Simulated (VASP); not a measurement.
A run of VASP 6.6.1:

File INCAR:

```
SYSTEM = Ir
PREC = Accurate
ENCUT = 520
EDIFF = 1E-6
ISMEAR = 0
SIGMA = 0.15
LREAL = .FALSE.
LASPH = .TRUE.
NELM = 80
ALGO = Normal
ISIF = 2
LWAVE = .FALSE.
LCHARG = .FALSE.
GGA = PE
NBANDS = 16
```

Contents of KPOINTS:

```
regular mesh
0
G
  18 18 10
  0 0 0
```

The input POSCAR:

```
Ir
1.0
    2.8119000000      0.0000000000      0.0000000000
   -1.4059500000      2.4351768329      0.0000000000
    0.0000000000      0.0000000000      4.3045000000
Ir
2
Direct
    0.6666666667      0.3333333333      0.7500000000
    0.3333333333      0.6666666667      0.2500000000
```

Potentials or basis: VASP PAW PBE potentials, release 64 (Ir).

Run with:

```bash
$ cat potpaw_PBE.64/Ir/POTCAR > POTCAR
$ mpirun -np 1 vasp_std > vasp.out
```

Hardware: 1 thread of Intel(R) Xeon(R) 6975P-C (Granite Rapids), on a shared host.

Question: How long does it take, and how much memory?

Answer: It took 32 s on 1 thread of Intel(R) Xeon(R) 6975P-C (Granite Rapids) (shared host), peak memory 0.21 GiB. Counts: scf iterations 12, k points 222.
